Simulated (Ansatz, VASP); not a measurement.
# One calculation of Zr2PdS3, two programs

```
Zr Pd S
1.0
     3.63473    0.00000    0.00000
     0.00000    3.63473    0.00000
     0.00000    0.00000    7.78147
Zr Pd S
2 1 3
Direct
  0.50000 0.00000 0.27883
  0.00000 0.50000 0.72117
  0.50000 0.50000 0.00000
  0.00000 0.00000 0.00000
  0.50000 0.00000 0.62593
  0.00000 0.50000 0.37407
```

Change from the starting cell: species swapped into the Mn3CoAs2 type (P-4m2, No. 115).

Alike in both runs: functional PBE; k mesh 6 × 6 × 2; occupations gaussian, width 0.1 eV; no spin polarisation.

Ansatz relaxed the structure, and its values are those at the end. VASP's run is a single point on that final structure, the one shown.

```csv
,VASP,Ansatz
version,VASP 6.6.1,Ansatz 0.2.0
potentials or method,"VASP PAW PBE potentials, release 64 (Zr_sv, Pd, S), cutoff 520 eV","scalar-relativistic, plane waves, PAW"
valence electrons in the cell,52,60
```

```csv
,VASP,Ansatz,Ansatz less VASP
gap on the k mesh at the Fermi level (eV),none,none,-
pressure (GPa),-0.1,-0.1,+0.02
rms of the force components (eV/Å),0.003,0.002,-0.0007
```

A gap of «none» marks a metal or a gap that the smearing closes. VASP's potentials hold 52 valence electrons a cell and Ansatz's 60, so a difference there can come from the potentials and not from the codes.

The k mesh is coarse, so the values compare programs but aren't converged.
